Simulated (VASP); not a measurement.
Crystal: CuO.

```
Cu O
1.0
     2.37267   -1.73382    0.00000
     2.37267    1.73382    0.00000
    -0.86121    0.00000    5.12443
Cu O
2 2
Direct
  0.50000 0.00000 0.50000
  0.00000 0.50000 0.00000
  0.41840 0.58160 0.75000
  0.58160 0.41840 0.25000
```

Base run:

- Program: VASP 6.6.1
- Functional: RPBE
- Dispersion: D4
- Potentials or basis: VASP PAW PBE potentials, release 64 (Cu, O)
- Cutoff: 520 eV
- k mesh: 10 × 10 × 5
- Occupations: fermi-dirac, width 0.05 eV
- Spin: no spin polarisation

Its results: band gap on the k mesh zero (bands 17 and 18 overlap by 0.60 eV); pressure -3.8 GPa; largest force 0.253 eV/Å.

**Question.** The run is repeated on the same cell with these changes: functional from RPBE to PBE; dispersion from D4 to D3(BJ). What comes out?

**Answer.** Band gap on the k mesh zero (bands 17 and 18 overlap by 0.60 eV); pressure -4.6 GPa; largest force 0.338 eV/Å.

Several settings changed at once.

Caveats: the cell stands under tension; semilocal functionals often make such compounds metallic where correlation or magnetic order opens a gap, which also shifts bond lengths; the PAW data sets were made with another functional, which shifts forces and pressure a little (at least some runs).
